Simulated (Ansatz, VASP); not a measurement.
Al2Cu: VASP beside Ansatz

```xyz
6
Lattice="-2.9966 2.9966 2.4139 2.9966 -2.9966 2.4139 2.9966 2.9966 -2.4139" Properties=species:S:1:pos:R:3 pbc="T T T"
Al    3.7514    0.9548   -0.2000
Al    2.0417    0.9548    2.4139
Al   -0.9548    2.0417    2.4139
Al    0.9548    2.0417    0.0000
Cu    0.0000    0.0000    3.6209
Cu    0.0000    0.0000    1.2070
```

Alike in both runs: task single point; functional PBEsol; k mesh 12 × 12 × 12; occupations gaussian, width 0.15 eV; no spin polarisation.

|  | VASP | Ansatz |
| --- | --- | --- |
| version | VASP 6.6.1 | Ansatz 0.2.0 |
| potentials or method | VASP PAW PBE potentials, release 64 (Al, Cu), cutoff 520 eV | scalar-relativistic, plane waves, PAW |
| valence electrons in the cell | 34 | 50 |

|  | VASP | Ansatz | Ansatz less VASP |
| --- | --- | --- | --- |
| gap on the k mesh at the Fermi level (eV) | none | none | - |
| pressure (GPa) | 0.0 | 1.0 | +1.01 |
| traceless stress, the component that is largest in VASP (GPa) | 1.42 | 1.43 | +0.009 |
| rms of the force components (eV/Å) | 0.369 | 0.368 | -0.0011 |

VASP's potentials were made for PBE, not for PBEsol. Atom by atom the forces differ by 0.002 eV/Å (rms over components). A gap of «none» marks a metal or a gap that the smearing closes. VASP's potentials hold 34 valence electrons a cell and Ansatz's 50, so a difference there can come from the potentials and not from the codes.
